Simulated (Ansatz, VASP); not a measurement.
One calculation of Ru, two programs

```
Ru
1.0
     2.74576    0.00000    0.00000
    -1.37288    2.37790    0.00000
     0.00000    0.00000    8.81522
Ru
4
Direct
  0.00000 0.00000 0.00000
  0.00000 0.00000 0.50000
  0.33333 0.66667 0.25000
  0.66667 0.33333 0.75000
```

Alike in both runs: task single point; functional PBE; k mesh 15 × 15 × 4; occupations fermi-dirac, width 0.1 eV; no spin polarisation.

|  | VASP | Ansatz |
| --- | --- | --- |
| version | VASP 6.6.1 | Ansatz 0.2.0 |
| potentials or method | VASP PAW PBE potentials, release 64 (Ru_pv), cutoff 520 eV | plane waves (420 eV) with PAW, scalar-relativistic |
| valence electrons in the cell | 56 | 64 |

```tsv
	VASP	Ansatz	Ansatz less VASP
pressure (GPa)	-11.2	-11.1	+0.13
traceless stress, the component that is largest in VASP (GPa)	0.43	0.44	+0.004
```

VASP's potentials hold 56 valence electrons a cell and Ansatz's 64, so a difference there can come from the potentials and not from the codes.
